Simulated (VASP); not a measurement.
# Ge (P6_3/mmc) in VASP: notebook

Ge is run at these levels: PBE; tasks: single point.

Everything below comes from runs of VASP 6.6.1. Logs are shortened: lines on timing, memory, paths and dates and some standing lists are left out, and cuts for length are marked.

**1. The cell of the first run**

It takes space group P6_3/mmc (No. 194, hexagonal). The conventional cell has a = 4.241 Å, b = 4.241 Å, c = 6.512 Å, α = 90.00°, β = 90.00°, γ = 120.00°. Within 3.3 Å of Ge (site symmetry 3m) lie 4 Ge at 2.47 to 2.57 Å.

This isn't the form of Ge at room conditions, which is diamond.

**2. Single point, PBE (biaxial strain in the a-b plane: +4.5 %)**

INCAR

```
  PREC = Accurate
  ENCUT = 520
  EDIFF = 1E-6
  ISMEAR = 0
  SIGMA = 0.1
  LREAL = False
  LASPH = True
  NELM = 100
  ALGO = Normal
  ISIF = 2
  LWAVE = False
  LCHARG = False
  GGA = PE
  NBANDS = 36
```

KPOINTS

```
regular mesh
0
Gamma
  12 12 8
```

POSCAR

```
Ge
1.0
    4.2407737600      0.0000000000      0.0000000000
   -2.1203868800      3.6726178079      0.0000000000
    0.0000000000      0.0000000000      6.5118299299
Ge
4
Direct
    0.6666666667      0.3333333333      0.0605901233
    0.3333333333      0.6666666667      0.5605901233
    0.6666666667      0.3333333333      0.4394098767
    0.3333333333      0.6666666667      0.9394098767
```

Potentials or basis: VASP PAW PBE potentials, release 64 (Ge_d).

Started as:

```
$ cat potpaw_PBE.64/Ge_d/POTCAR > POTCAR
$ mpirun -np 1 vasp_std > vasp.out
```

OUTCAR:

```text
PREC = Accurate
   ENCUT = 520
   EDIFF = 1E-6
   ISMEAR = 0
   LREAL = False
   LASPH = True
   NELM = 100
   ISIF = 2
   GGA = PE

 ion  position               nearest neighbor table
   1  0.667  0.333  0.061-   3 2.47   4 2.57   4 2.57   4 2.57
   2  0.333  0.667  0.561-   4 2.47   3 2.57   3 2.57   3 2.57
   3  0.667  0.333  0.439-   1 2.47   2 2.57   2 2.57   2 2.57
   4  0.333  0.667  0.939-   2 2.47   1 2.57   1 2.57   1 2.57

  LATTYP: Found a hexagonal cell.
 ALAT       =     4.2407737600
 C/A-ratio  =     1.5355287262

  Lattice vectors:

 A1 = (   4.2407737600,   0.0000000000,   0.0000000000)
 A2 = (  -2.1203868800,   3.6726178079,   0.0000000000)
 A3 = (   0.0000000000,   0.0000000000,   6.5118299299)

Analysis of symmetry for initial positions (statically):
=====================================================================
 Subroutine PRICEL returns:
 Original cell was already a primitive cell.

 Routine SETGRP: Setting up the symmetry group for a
 hexagonal supercell.

 Subroutine GETGRP returns: Found 24 space group operations
 (whereof 12 operations were pure point group operations)
 out of a pool of 24 trial point group operations.

The static configuration has the point symmetry D_3d.
 The point group associated with its full space group is D_6h.

Analysis of symmetry for dynamics (positions and initial velocities):
=====================================================================
 Subroutine PRICEL returns:
 Original cell was already a primitive cell.

 Routine SETGRP: Setting up the symmetry group for a
 hexagonal supercell.

 Subroutine GETGRP returns: Found 24 space group operations
 (whereof 12 operations were pure point group operations)
 out of a pool of 24 trial point group operations.

The dynamic configuration has the point symmetry D_3d.
 The point group associated with its full space group is D_6h.

 Subroutine INISYM returns: Found 24 space group operations
 (whereof 12 operations are pure point group operations),
 and found     1 'primitive' translations

----------------------------------------------------------------------------------------

                                     Primitive cell

  volume of cell :     101.4201

  direct lattice vectors                    reciprocal lattice vectors
     4.240773760  0.000000000  0.000000000     0.235806024  0.136142672  0.000000000
    -2.120386880  3.672617808  0.000000000     0.000000000  0.272285343  0.000000000
     0.000000000  0.000000000  6.511829930     0.000000000  0.000000000  0.153566664

  length of vectors
     4.240773760  4.240773760  6.511829930     0.272285343  0.272285343  0.153566664

  position of ions in fractional coordinates (direct lattice)
     0.666666667  0.333333333  0.060590123
     0.333333333  0.666666667  0.560590123
     0.666666667  0.333333333  0.439409877
     0.333333333  0.666666667  0.939409877

  ion indices of the primitive-cell ions
   primitive index   ion index
                 1           1
                 2           2
                 3           3
                 4           4

----------------------------------------------------------------------------------------

 KPOINTS: regular mesh

Automatic generation of k-mesh.
 Grid dimensions read from file:
 generate k-points for:   12   12    8

 Generating k-lattice:

  Cartesian coordinates                     Fractional coordinates (reciprocal lattice)
     0.019650502  0.011345223  0.000000000     0.083333333  0.000000000  0.000000000
     0.000000000  0.022690445  0.000000000     0.000000000  0.083333333  0.000000000
     0.000000000  0.000000000  0.019195833     0.000000000  0.000000000  0.125000000

  Length of vectors
     0.022690445  0.022690445  0.019195833

  Shift w.r.t. Gamma in fractional coordinates (k-lattice)
     0.000000000  0.000000000  0.000000000

 Subroutine IBZKPT returns following result:
 ===========================================

 Found     95 irreducible k-points:

 Following reciprocal coordinates:
            Coordinates               Weight
  0.000000  0.000000  0.000000      1.000000
  0.083333  0.000000  0.000000      6.000000
  0.166667 -0.000000  0.000000      6.000000
  0.250000 -0.000000  0.000000      6.000000
  0.333333 -0.000000  0.000000      6.000000
  0.416667  0.000000  0.000000      6.000000
[... 16 lines left out ...]
  0.250000 -0.000000  0.125000     12.000000
  0.333333 -0.000000  0.125000     12.000000
 [... further k-points ...]
   k-points           NKPTS =     95   k-points in BZ     NKDIM =     95   number of bands    NBANDS=     36
   number of dos      NEDOS =    301   number of ions     NIONS =      4
   total plane-waves  NPLWV =  49152
   dimension x,y,z NGX =    32 NGY =   32 NGZ =   48
   dimension x,y,z NGXF=    64 NGYF=   64 NGZF=   96
   ions per type =               4
   NGX,Y,Z   is equivalent  to a cutoff of  12.54, 12.54, 12.25 a.u.
   NGXF,Y,Z  is equivalent  to a cutoff of  25.09, 25.09, 24.51 a.u.
 SYSTEM =  unknown system
   PREC   = accura    normal or accurate (medium, high low for compatibility)
   ISTART =      0    job   : 0-new  1-cont  2-samecut
   ICHARG =      2    charge: 1-file 2-atom 10-const
   ISPIN  =      1    spin polarized calculation?
   LNONCOLLINEAR =      F non collinear calculations
   LSORBIT =      F    spin-orbit coupling
   LASPH  =      T    aspherical Exc in radial PAW
   ENCUT  =  520.0 eV  38.22 Ry    6.18 a.u.   7.89  7.89 12.11*2*pi/ulx,y,z
   NELM   =    100;   NELMIN=  2; NELMDL= -5     # of ELM steps
   EDIFF  = 0.1E-05   stopping-criterion for ELM
   LREAL  =      F    real-space projection
   EDIFFG = 0.1E-04   stopping-criterion for IOM
   NSW    =      0    number of steps for IOM
   IBRION =     -1    ionic relax: 0-MD 1-quasi-New 2-CG
   NFREE  =      0    steps in history (QN), initial steepest desc. (CG)
   ISIF   =      2    stress and relaxation
   ISYM   =      2    0-nonsym 1-usesym 2-fastsym
   POTIM  = 0.5000    time-step for ionic-motion
   TEBEG  =    0.0;   TEEND  =   0.0 temperature during run
   PSTRESS=    0.0 pullay stress
   NELECT =      56.0000    total number of electrons
   NUPDOWN=      -1.0000    fix difference up-down
   EMIN   =  10.00;   EMAX   =-10.00  energy-range for DOS
   EFERMI =   0.00;   METHOD = LEGACY
   ISMEAR =     0;   SIGMA  =   0.10  broadening in eV -4-tet -1-fermi 0-gaus
   EFERMI_NEDOS =   21; number of points for ismear=-14 and -15
   IALGO  =     38    algorithm
   IMIX   =      4    mixing-type and parameters
     AMIX     =   0.40;   BMIX     =  1.00
     AMIX_MAG =   1.60;   BMIX_MAG =  1.00
  volume/ion in A,a.u.               =      25.36       171.10
  Fermi-wavevector in a.u.,A,eV,Ry     =   1.343062  2.538020 24.542417  1.803817
  Thomas-Fermi vector in A             =   2.471166
   LORBIT       =      0    0 simple, 1 ext, 2 COOP (PROOUT), +10 PAW based schemes
   GGA     = PE    functional components
   LHFCALC =     F    Hartree Fock is set to
   AEXX    =    0.0000 exact exchange contribution
   IVDW    =     0    specifies the selected vdW correction
   LEPSILON=     F    determine dielectric tensor
   LRPA    =     F    only Hartree local field effects (RPA)
 non-spin polarized calculation
 Gauss-broadening in eV      SIGMA  =   0.10
  energy-cutoff  :      520.00
  volume of cell :      101.42
 maximum number of plane-waves:      2763
 NGX is ok and might be reduce to    32
   NGX = 15   NGY = 15   NGZ = 25

 number of electron      55.9999968 magnetization

 Free energy of the ion-electron system (eV)
  ---------------------------------------------------
  ext. energy  EPLUGINS =         0.00000000
  ---------------------------------------------------
  free energy    TOTEN  =       -17.81840544 eV

  energy without entropy =      -17.81641470  energy(sigma->0) =      -17.81741007

 E-fermi :   3.8691     XC(G=0):  -9.3873

 val. band max:        3.8636959637   @ k =   0.0833   0.0000   0.0000
 cond. band min:       3.8775548240   @ k =   0.0833   0.0000   0.1250
 fundamental gap:      0.0138588603
 Fermi energy:         3.8690599532

 k-point     1 :       0.0000    0.0000    0.0000
  band No.  band energies     occupation
      1     -20.7644      2.00000
      2     -20.7485      2.00000
      3     -20.7485      2.00000
      4     -20.7369      2.00000
      5     -20.7140      2.00000
      6     -20.7140      2.00000
[... 28 lines left out ...]
     35       8.3466      0.00000
     36       9.8564      0.00000

 k-point     2 :       0.0833    0.0000    0.0000
  band No.  band energies     occupation
      1     -20.7658      2.00000
      2     -20.7574      2.00000
      3     -20.7501      2.00000
      4     -20.7276      2.00000
      5     -20.7166      2.00000
      6     -20.7145      2.00000
[... 28 lines left out ...]
     35       8.6036      0.00000
     36      10.1107      0.00000

 k-point     3 :       0.1667   -0.0000    0.0000
  band No.  band energies     occupation
      1     -20.7701      2.00000
      2     -20.7672      2.00000
      3     -20.7533      2.00000
      4     -20.7224      2.00000
      5     -20.7178      2.00000
      6     -20.7153      2.00000
[... 28 lines left out ...]
     35       9.2863      0.00000
     36       9.7709      0.00000
[... 742 lines left out ...]
 k-point    23 :       0.2500   -0.0000    0.1250
  band No.  band energies     occupation
      1     -20.7756      2.00000
      2     -20.7712      2.00000
      3     -20.7556      2.00000
      4     -20.7301      2.00000
      5     -20.7178      2.00000
      6     -20.7101      2.00000
[... 28 lines left out ...]
     35       9.7911      0.00000
     36      10.0911      0.00000

 k-point    24 :       0.3333   -0.0000    0.1250
  band No.  band energies     occupation
      1     -20.7801      2.00000
      2     -20.7753      2.00000
      3     -20.7578      2.00000
      4     -20.7346      2.00000
      5     -20.7149      2.00000
      6     -20.7043      2.00000
[... 28 lines left out ...]
     35      10.2849      0.00000
     36      11.1277      0.00000

 [... further k-points ...]

------------------------ aborting loop because EDIFF is reached ----------------------------------------

  FORCE on cell =-STRESS in cart. coord.  units (eV):
  Direction    XX          YY          ZZ          XY          YZ          ZX
  --------------------------------------------------------------------------------------
  -------------------------------------------------------------------------------------
  Total       -3.5762334     -3.5762334      1.9679307      0.0000000      0.0000000     -0.0000000
  in kB      -56.4953294    -56.4953294     31.0882661      0.0000000      0.0000000     -0.0000000
  external PRESSURE =     -27.3007976 kB  Pullay stress =       0.0000000 kB

 VOLUME and BASIS-vectors are now :
 -----------------------------------------------------------------------------
  energy-cutoff  :      520.00
  volume of cell :      101.42
      direct lattice vectors                 reciprocal lattice vectors
     4.240773760  0.000000000  0.000000000     0.235806024  0.136142672  0.000000000
    -2.120386880  3.672617808  0.000000000     0.000000000  0.272285343  0.000000000
     0.000000000  0.000000000  6.511829930     0.000000000  0.000000000  0.153566664

 POSITION                                       TOTAL-FORCE (eV/Angst)
 -----------------------------------------------------------------------------------
      2.12039      1.22421      0.39455        -0.000000      0.000000     -0.299870
     -0.00000      2.44841      3.65047        -0.000000      0.000000     -0.299870
      2.12039      1.22421      2.86136         0.000000     -0.000000      0.299870
     -0.00000      2.44841      6.11728        -0.000000      0.000000      0.299870
 -----------------------------------------------------------------------------------
    total drift:                               -0.000000      0.000000     -0.000000

  FREE ENERGIE OF THE ION-ELECTRON SYSTEM (eV)
  ---------------------------------------------------
  free  energy   TOTEN  =       -17.8184054407 eV

  energy  without entropy=      -17.8164146995  energy(sigma->0) =      -17.81741007
```

Wall time 3.9 min (1 thread of Intel Xeon Platinum 8488C (Sapphire Rapids), shared host); peak memory 0.38 GiB.

What came out:

```
Free energy            : -17.8184 eV
Pressure               : -2.7 GPa
Largest force          : 0.300 eV/Å
Band gap on the k mesh : zero (bands 28 and 29 overlap by 0.37 eV)
```

Forces on the atoms (eV/Å):
```
Ge   0.000  0.000 -0.300
Ge   0.000  0.000 -0.300
Ge   0.000  0.000  0.300
Ge   0.000  0.000  0.300
```

Levels at points of the mesh, in eV from the Fermi level:
```tsv
k point	band 26	band 27	band 28	band 29	band 30	band 31
(0.00, 0.00, 0.00)	-0.83	-0.79	0.09	0.21	0.21	2.06
(0.50, 0.00, 0.00)	-2.81	-2.36	-1.06	0.43	1.68	3.61
(0.00, 0.00, 0.50)	-0.86	-0.86	-0.86	0.13	0.13	3.22
(0.50, 0.00, 0.50)	-2.12	-1.92	-1.92	0.66	0.66	2.47
```

Caveat: the cell differs from its parent crystal (biaxial strain in the a-b plane: +4.5 %); the stress differs along the axes, from -6 to 3 GPa; semilocal functionals underestimate gaps, and a narrow one can read as zero.

**3. Single point, PBE (biaxial strain in the a-b plane: +4.5 %, then relaxed in part)**

INCAR

```
SYSTEM = Ge
PREC = Accurate
ENCUT = 520
EDIFF = 1E-6
ISMEAR = 0
SIGMA = 0.1
LREAL = .False.
LASPH = .True.
NELM = 100
ALGO = Normal
ISIF = 2
LWAVE = .False.
LCHARG = .False.
GGA = PE
NBANDS = 36
```

KPOINTS

```
Automatic mesh
0
Gamma
  12 12 8
  0 0 0
```

POSCAR

```
Ge
1.0
    4.2407737600      0.0000000000      0.0000000000
   -2.1203868800      3.6726178079      0.0000000000
    0.0000000000      0.0000000000      6.6233862172
Ge
4
Direct
    0.6666666667      0.3333333333      0.0594945798
    0.3333333333      0.6666666667      0.5594945798
    0.6666666667      0.3333333333      0.4405054202
    0.3333333333      0.6666666667      0.9405054202
```

Potentials or basis: VASP PAW PBE potentials, release 64 (Ge_d).

Started as:

```
$ cat potpaw_PBE.64/Ge_d/POTCAR > POTCAR
$ mpirun -np 1 vasp_std > vasp.out
```

Wall time 4 min (1 thread of Intel Xeon Platinum 8488C (Sapphire Rapids), shared host); peak memory 0.37 GiB.

The run converged. Its results:

| Item | Value |
| --- | --- |
| Free energy | -17.8389 eV |
| Pressure | -3.7 GPa |
| Band gap on the k mesh | zero (bands 28 and 29 overlap by 0.42 eV) |

Stress tensor (GPa, compression positive):
```
-5.50  0.00  0.00
 0.00 -5.50  0.00
 0.00  0.00  0.00
```

Levels at points of the mesh, in eV from the Fermi level:
```
           k point  band 24  band 25  band 26  band 27  band 28  band 29  band 30  band 31  band 32  band 33
(0.00, 0.00, 0.00)    -1.44    -1.44    -0.94    -0.80     0.14     0.14     0.16     2.16     2.16     3.20
(0.50, 0.00, 0.00)    -6.26    -3.86    -2.74    -2.26    -1.13     0.48     1.55     3.71     3.91     4.67
(0.00, 0.00, 0.50)    -4.40    -0.83    -0.83    -0.83    -0.83     0.09     0.09     3.23     3.23     3.23
(0.50, 0.00, 0.50)    -7.33    -2.09    -2.09    -1.92    -1.92     0.63     0.63     2.36     2.36     5.97
```

Caveat: the cell differs from its parent crystal (biaxial strain in the a-b plane: +4.5 %, then relaxed in part); the stress differs along the axes, from -6 to 0 GPa; semilocal functionals underestimate gaps, and a narrow one can read as zero.

**4. Single point, PBE (biaxial strain in the a-b plane: -1.5 %, then relaxed in part)**

INCAR

```
  PREC = Accurate
  ENCUT = 520
  EDIFF = 1E-7
  ISMEAR = 0
  SIGMA = 0.1
  LREAL = False
  LASPH = True
  NELM = 100
  ALGO = Normal
  ISIF = 2
  LWAVE = False
  LCHARG = False
  GGA = PE
  NBANDS = 36
```

KPOINTS

```
regular mesh
0
Gamma
  12 12 8
```

POSCAR

```
Ge
1.0
    3.9972843576      0.0000000000      0.0000000000
   -1.9986421788      3.4617497998      0.0000000000
    0.0000000000      0.0000000000      6.7210379599
Ge
4
Direct
    0.6666666667      0.3333333333      0.0640174293
    0.3333333333      0.6666666667      0.5640174293
    0.6666666667      0.3333333333      0.4359825707
    0.3333333333      0.6666666667      0.9359825707
```

Started as:

```
$ cat potpaw_PBE.64/Ge_d/POTCAR > POTCAR
$ mpirun -np 1 vasp_std > vasp.out
```

Run time: 4 min. Hardware: 1 thread of Intel Xeon Platinum 8488C (Sapphire Rapids), shared host; peak memory 0.35 GiB.

It converged, with:

```yaml
Free_energy: -17.9820 eV
Pressure: 1.6 GPa
Band_gap_on_the_k_mesh: 0.05 eV (least direct gap 0.06 eV)
```

Stress tensor (GPa, compression positive):
```
 2.38  0.00  0.00
 0.00  2.38  0.00
 0.00  0.00 -0.05
```

Levels at points of the mesh, in eV from the valence-band top:
```
           k point  band 24  band 25  band 26  band 27  band 28  band 29  band 30  band 31  band 32  band 33
(0.00, 0.00, 0.00)    -1.43    -1.43    -0.34    -0.32     0.00     0.06     0.06     2.26     2.26     2.56
(0.50, 0.00, 0.00)    -6.83    -4.57    -3.01    -2.84    -1.50     0.57     1.46     3.38     3.63     4.03
(0.00, 0.00, 0.50)    -4.96    -0.84    -0.84    -0.84    -0.84     0.71     0.71     3.33     3.33     3.33
(0.50, 0.00, 0.50)    -7.88    -2.67    -2.67    -2.40    -2.40     0.40     0.40     2.05     2.05     5.91
```

Caveat: the cell differs from its parent crystal (biaxial strain in the a-b plane: -1.5 %, then relaxed in part).

**5. Overview**

```csv
cell,gap on the mesh (eV),pressure (GPa)
"a = 4.241, b = 4.241, c = 6.512 Å, angles 90.0, 90.0, 120.0°, 4 atoms, atomic positions A",none,-2.7
"a = 4.241, b = 4.241, c = 6.623 Å, angles 90.0, 90.0, 120.0°, 4 atoms, atomic positions B",none,-3.7
"a = 3.997, b = 3.997, c = 6.721 Å, angles 90.0, 90.0, 120.0°, 4 atoms, atomic positions C",0.05,1.6
```

Alike in all rows: task single point; level PBE; potentials or basis VASP PAW PBE potentials, release 64 (Ge_d); no spin polarisation; k mesh 12 × 12 × 8; cutoff (eV) 520; smearing gaussian 0.1 eV.

Caveats: semilocal functionals underestimate gaps, and a narrow one can read as zero (at least some runs); the stress differs along the axes, from -6 to 3 GPa (at least some runs); the stress differs along the axes, from -6 to 0 GPa (at least some runs).

Total energies depend on the potentials used, so only differences within one code and one set of settings carry meaning.

The gap in the log of VASP goes by the Fermi energy; the results here count the filled bands.